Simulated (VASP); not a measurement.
Sr: electric field gradients with PBEsol

The system is Sr.

```
Sr
1.0
    -2.40221    2.40221    2.40221
     2.40221   -2.40221    2.40221
     2.40221    2.40221   -2.40221
Sr
1
Direct
  0.00000 0.00000 0.00000
```

```
Program                : VASP 6.6.1
Task                   : electric field gradients
Functional             : PBEsol
Potentials or basis    : VASP PAW PBE potentials, release 64 (Sr_sv)
Cutoff                 : 520 eV
k mesh                 : 10 × 10 × 10
Occupations            : fermi-dirac, width 0.05 eV
Spin                   : no spin polarisation
Dipole correction      : no
Further INCAR settings : ALGO = Normal; EDIFF = 1e-08; NBANDS = 11
```

```yaml
Pressure: -0.9 GPa
Band_gap_on_the_k_mesh: zero (band 5 reaches 1.70 eV, above the bottom of band 6 at 1.35 eV)
```

Levels at points of the mesh, in eV from the Fermi level:
| k point | band 2 | band 3 | band 4 | band 5 | band 6 | band 7 | band 8 | band 9 |
| --- | --- | --- | --- | --- | --- | --- | --- | --- |
| (0.00, 0.00, 0.00) | -18.47 | -18.47 | -18.47 | -3.66 | 2.33 | 2.33 | 2.33 | 3.66 |
| (0.50, 0.00, 0.00) | -18.67 | -18.54 | -18.47 | -1.03 | 0.20 | 1.18 | 3.46 | 4.14 |
| (0.50, 0.50, 0.50) | -18.61 | -18.61 | -18.61 | -0.14 | -0.14 | 3.55 | 3.55 | 3.55 |

Wall time 41 s on 1 thread of AMD EPYC 7571, with other jobs on the host, peak memory 0.15 GiB.

Caveat: without QUAD_EFG the Cq values of the log hold for a quadrupole moment of 1 mb, not for the nuclei; the PAW data sets were made with another functional, which shifts forces and pressure a little.
